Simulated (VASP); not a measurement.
A run of VASP 6.6.1 is set up as follows.

Contents of INCAR:

```
PREC = Accurate ; ENCUT = 600
EDIFF = 1E-6 ; ISMEAR = 0
SIGMA = 0.1 ; LREAL = F
LASPH = T ; NELM = 100
ALGO = Normal ; ISIF = 3
LWAVE = F ; LCHARG = F
GGA = PE ; IBRION = 2
NSW = 90 ; EDIFFG = -0.04
```

Contents of KPOINTS:

```
Automatic mesh
0
Gamma
  4 4 4
```

POSCAR

```
W2I
1.0
    0.0000000000      3.3165158216      3.3165158216
    3.3165158216      0.0000000000      3.3165158216
    3.3165158216      3.3165158216      0.0000000000
W I
2 1
Direct
    0.2500000000      0.2500000000      0.2500000000
    0.7500000000      0.7500000000      0.7500000000
    0.0000000000      0.0000000000      0.0000000000
```

Potentials or basis: VASP PAW PBE potentials, release 64 (W_sv, I).

Command:

```console
$ cat potpaw_PBE.64/W_sv/POTCAR potpaw_PBE.64/I/POTCAR > POTCAR
$ mpirun -np 1 vasp_std > vasp.out
```

Task: What does it give for the relaxed cell?

Result: a = 4.429 Å, b = 4.429 Å, c = 4.429 Å, α = 60.00°, β = 60.00°, γ = 60.00°.

Task: What does it give for the space group after relaxing (to 0.1 Å)?

Result: Fm-3m (No. 225).

Final structure:
```xyz
3
Lattice="0.0000 3.1320 3.1320 3.1320 0.0000 3.1320 3.1320 3.1320 0.0000" Properties=species:S:1:pos:R:3 pbc="T T T"
W     1.5660    1.5660    1.5660
W     4.6980    4.6980    4.6980
I     0.0000    0.0000    0.0000
```
